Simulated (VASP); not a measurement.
Here is a VASP 6.6.1 calculation.

The input INCAR:

```
SYSTEM = Sb
PREC     = Accurate       ! precision mode
ENCUT    = 520            ! plane-wave cutoff, eV
EDIFF    = 1E-6           ! SCF threshold, eV
ISMEAR   = 0              ! smearing method
SIGMA    = 0.15           ! smearing width, eV
LREAL    = .False.        ! projectors in reciprocal space
LASPH    = .True.         ! aspherical terms in the spheres
NELM     = 80             ! most SCF steps
ALGO     = Normal         ! electronic algorithm
ISIF     = 2              ! what is computed and relaxed
LWAVE    = .False.        ! write WAVECAR
LCHARG   = .True.         ! write CHGCAR
GGA      = PE             ! functional
IVDW     = 12             ! dispersion correction
LELF     = .True.         ! ELF
LVHAR    = .True.       
NBANDS   = 8              ! bands
```

File KPOINTS:

```
Automatic mesh
0
Gamma
  18 18 18
  0 0 0
```

POSCAR

```
Sb
1.0
    0.0000000000      2.3238176712      2.3712425216
    2.3712425216      0.0000000000      2.3712425216
    2.3712425216      2.3238176712      0.0000000000
Sb
1
Direct
    0.0000000000      0.0000000000      0.0000000000
```

Potentials or basis: VASP PAW PBE potentials, release 64 (Sb).

The run is started by

```sh
$ cat potpaw_PBE.64/Sb/POTCAR > POTCAR
$ mpirun -np 1 vasp_std > vasp.out
```

Q: Estimate the pressure.

A: -0.1 GPa.

Q: What does it give for the dispersion energy per atom?

A: -0.540 eV.

Stress tensor (GPa, compression positive):
```
-0.01  0.00  0.00
 0.00 -0.39  0.00
 0.00  0.00 -0.01
```

Caveat: the cell differs from its parent crystal (strain -0.0200 x Voigt [0, 1, 0, 0, 0, 0]); pairwise dispersion overbinds metals, which lowers pressure and volume.
